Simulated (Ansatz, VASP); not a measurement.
## Li2ZnO2 in VASP and in Ansatz

```xyz
5
Lattice="2.9127 0.0000 0.0000 0.0000 2.9127 0.0000 0.0000 0.0000 5.2323" Properties=species:S:1:pos:R:3 pbc="T T T"
Li    0.0000    1.4564    2.6161
Li    1.4564    0.0000    2.6161
Zn    0.0000    0.0000    0.0000
O     1.4564    1.4564    1.3132
O     1.4564    1.4564    3.9191
```

Change from the starting cell: species swapped into the CeMg2Si2 type (P4/mmm, No. 123).

Alike in both runs: functional PBE; k mesh 6 × 6 × 4; occupations gaussian, width 0.1 eV; no spin polarisation.

Ansatz relaxed the structure, and its values are those at the end. VASP's run is a single point on that final structure, the one shown.

|  | VASP | Ansatz |
| --- | --- | --- |
| version | VASP 6.6.1 | Ansatz 0.2.0 |
| potentials or method | VASP PAW PBE potentials, release 64 (Li_sv, Zn, O), cutoff 520 eV | scalar-relativistic, plane waves, PAW |
| valence electrons in the cell | 30 | 30 |

```csv
,VASP,Ansatz,Ansatz less VASP
gap on the k mesh at the Fermi level (eV),0.28,0.31,+0.024
least direct gap on the mesh (eV),0.28,0.31,+0.024
rms of the force components (eV/Å),0.005,0.001,-0.0046
```

With one functional, cell and mesh, what is left measures potentials, basis and numerics.

Noted on VASP's run: the cutoff is short for stress, so the pressure is rough.
